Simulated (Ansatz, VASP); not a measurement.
One calculation of BN, two programs

POSCAR

```
BN
1.0
    2.6202855191      0.0000000000      0.0000000000
   -1.3101427595      2.2692338247      0.0000000000
    0.0000000000      0.0000000000      4.2077449346
B N
2 2
Direct
    0.6666666667      0.3333333333      0.9997995909
    0.3333333333      0.6666666667      0.4997995909
    0.6666666667      0.3333333333      0.6252004091
    0.3333333333      0.6666666667      0.1252004091
```

The input INCAR.step1:

```
SYSTEM = BN
  ALGO = Normal
  EDIFF = 1E-4
  ENCUT = 520
  GGA = PE
  ISMEAR = 0
  LASPH = .TRUE.
  LCHARG = .FALSE.
  LREAL = .FALSE.
  LWAVE = .TRUE.
  NBANDS = 16
  NELM = 100
  PREC = Accurate
  SIGMA = 0.05
```

The input INCAR.step2:

```
SYSTEM = BN
  ALGO = Normal
  EDIFF = 1E-6
  ENCUT = 520
  ISIF = 2
  ISMEAR = 0
  ISTART = 1
  LASPH = .TRUE.
  LCHARG = .FALSE.
  LMIXTAU = .TRUE.
  LREAL = .FALSE.
  LWAVE = .FALSE.
  METAGGA = R2SCAN
  NBANDS = 16
  NELM = 100
  PREC = Accurate
  SIGMA = 0.05
```

Contents of KPOINTS:

```
k-points
0
G
  12 12 6
  0 0 0
```

Input for Ansatz:

```yaml
crystal:
  lattice:
    - [2.6202855191, 0.0, 0.0]
    - [-1.3101427595, 2.2692338247, 0.0]
    - [0.0, 0.0, 4.2077449346]
  atoms:
    - { symbol: B, position: [0.6666666667, 0.3333333333, 0.9997995909] }
    - { symbol: B, position: [0.3333333333, 0.6666666667, 0.4997995909] }
    - { symbol: "N", position: [0.6666666667, 0.3333333333, 0.6252004091] }
    - { symbol: "N", position: [0.3333333333, 0.6666666667, 0.1252004091] }
basis:
  ecutwfc: 500
kpoints:
  mp_grid: { grid: [12, 12, 6] }
hamiltonian:
  xc: r2scan
scf:
  occupations: { method: gaussian, width: 0.05 }
output:
  forces: true
  stress: true
  eigenvalues: true
```

Change from the starting cell: strain +0.030 along x and y, +0.000 along z, atoms carried along.

Alike in both runs: task single point; functional r2SCAN; k mesh 12 × 12 × 6; occupations gaussian, width 0.05 eV; no spin polarisation.

```csv
,VASP,Ansatz
version,VASP 6.6.1,Ansatz 0.2.0
potentials or method,"VASP PAW PBE potentials, release 64 (B, N), cutoff 520 eV","scalar-relativistic, plane waves, PAW"
valence electrons in the cell,16,16
```

```csv
,VASP,Ansatz,Ansatz less VASP
gap on the k mesh at the Fermi level (eV),5.88,5.91,+0.029
least direct gap on the mesh (eV),8.43,8.45,+0.017
pressure (GPa),-19.4,-20.3,-0.89
"traceless stress, the component that is largest in VASP (GPa)",17.15,17.05,-0.102
rms of the force components (eV/Å),0.005,0.007,+0.0029
```

VASP's potentials were made for PBE, not for r2SCAN. Atom by atom the forces differ by 0.003 eV/Å (rms over components).
